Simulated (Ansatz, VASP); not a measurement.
## Sb: VASP beside Ansatz

File INCAR:

```
SYSTEM = Sb
PREC = Accurate
ENCUT = 600
EDIFF = 1E-6
ISMEAR = -1
SIGMA = 0.05
LREAL = .FALSE.
LASPH = .TRUE.
NELM = 80
ALGO = Normal
ISIF = 3
LWAVE = .FALSE.
LCHARG = .FALSE.
GGA = PS
IBRION = 2
NSW = 80
EDIFFG = -0.01
```

Contents of KPOINTS:

```
regular mesh
0
G
  9 9 9
  0 0 0
```

The input POSCAR:

```
Sb
1.0
    3.1172920600      0.0000000000      0.0000000000
    0.0000000000      3.1172920600      0.0000000000
    0.0000000000      0.0000000000      3.1172920600
Sb
1
Direct
    0.0000000000      0.0000000000      0.0000000000
```

The input input.yaml:

```yaml
crystal:
  lattice:
    - [3.11729206, 0.0, 0.0]
    - [0.0, 3.11729206, 0.0]
    - [0.0, 0.0, 3.11729206]
  atoms:
    - { symbol: Sb, position: [0.0, 0.0, 0.0] }
kpoints:
  mp_grid: { grid: [9, 9, 9] }
scf:
  occupations: { method: fermi_dirac, width: 0.05 }
hamiltonian:
  xc: pbesol
  pseudopotentials: { kind: all_electron, lapw: { basis_error: 0.001 } }
output:
  forces: true
  stress: true
relax:
  f_tol: 0.01
  max_steps: 60
  cell: {}
```

Change from the starting cell: volume scaled by 0.96.

Alike in both runs: task relaxation of cell and atoms; functional PBEsol; k mesh 9 × 9 × 9; occupations fermi-dirac, width 0.05 eV; no spin polarisation.

```csv
,VASP,Ansatz
version,VASP 6.6.1,Ansatz 0.2.0
potentials or method,"VASP PAW PBE potentials, release 64 (Sb), cutoff 600 eV","all-electron LAPW, scalar-relativistic"
```

|  | VASP | Ansatz | Ansatz less VASP |
| --- | --- | --- | --- |
| relaxed volume (Å³/atom) | 28.55 | 28.51 | -0.045 |
| relaxed cell length with the largest relative difference (Å) | 3.056 | 3.055 | -0.0016 |

VASP's potentials were made for PBE, not for PBEsol. Ansatz ran all-electron here, and VASP with PAW potentials.

Spin-orbit coupling is off throughout.
